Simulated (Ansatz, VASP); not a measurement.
**Sb: VASP beside Ansatz**

```xyz
1
Lattice="-1.5174 1.5174 2.5005 1.5174 -1.5174 2.5005 1.5174 1.5174 -2.5005" Properties=species:S:1:pos:R:3 pbc="T T T"
Sb    0.0000    0.0000    0.0000
```

Change from the starting cell: volume scaled by 1.025, PAW files.

Alike in both runs: task electric field gradients; functional PBE; k mesh 19 × 19 × 19; occupations fermi-dirac, width 0.05 eV; no spin polarisation.

```csv
,VASP,Ansatz
version,VASP 6.6.1,Ansatz 0.2.0
potentials or method,"VASP PAW PBE potentials, release 64 (Sb)","PAW with Ansatz's default frozen-core files, scalar-relativistic"
plane-wave cutoff (eV),520,420
valence electrons in the cell,5,15
```

```tsv
	VASP	Ansatz	Ansatz less VASP
pressure (GPa)	16.0	16.0	+0.07
traceless stress, the component that is largest in VASP (GPa)	-1.22	-1.14	+0.081
size of Vzz on the site where it differs most (V/Å²)	39.2	38.9	-0.36
```

The functional is the same, so the differences come from potentials, cutoffs and numerics. VASP's potentials hold 5 valence electrons a cell and Ansatz's 15, so a difference there can come from the potentials and not from the codes.

Spin-orbit coupling is off throughout.
